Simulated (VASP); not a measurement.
The system is Tc.

```
Tc
1.0
     0.00000    1.92500    1.92500
     1.92500    0.00000    1.92500
     1.92500    1.92500    0.00000
Tc
1
Direct
  0.00000 0.00000 0.00000
```

This isn't the form of Tc at room conditions, which is hcp.

- Program: VASP 6.6.1
- Task: relaxation of cell and atoms
- Functional: PBEsol
- Potentials or basis: VASP PAW PBE potentials, release 64 (Tc_pv)
- Cutoff: 500 eV
- k mesh: 10 × 10 × 10
- Occupations: fermi-dirac, width 0.05 eV
- Spin: no spin polarisation

At the start: pressure -4.4 GPa; volume 14.27 Å³/atom.

Question: How do energy, volume and symmetry change on relaxing?

Answer: Over 3 steps the energy falls by 2.8 meV/atom and the volume is 14.07 Å³/atom (-1.4 %); space group Fm-3m (No. 225, to 0.1 Å) before and after.

Step by step:
| step | energy change (eV) | largest force (eV/Å) | pressure (GPa) | volume (Å³) |
| --- | --- | --- | --- | --- |
| 1 | 0.0000 | 0.0000 | -4.43 | 14.27 |
| 2 | 0.0254 | 0.0000 | 15.68 | 13.47 |
| 3 | -0.0028 | 0.0000 | -0.06 | 14.07 |

Final structure:
```cif
data_structure
_symmetry_space_group_name_H-M 'P 1'
_symmetry_Int_Tables_number 1
_cell_length_a 2.7099
_cell_length_b 2.7099
_cell_length_c 2.7099
_cell_angle_alpha 60.000
_cell_angle_beta 60.000
_cell_angle_gamma 60.000
_cell_volume 14.07
loop_
_atom_site_label
_atom_site_type_symbol
_atom_site_fract_x
_atom_site_fract_y
_atom_site_fract_z
_atom_site_occupancy
Tc1 Tc 0.00000 0.00000 0.00000 1
```

Caveat: the PAW data sets were made with another functional, which shifts forces and pressure a little.
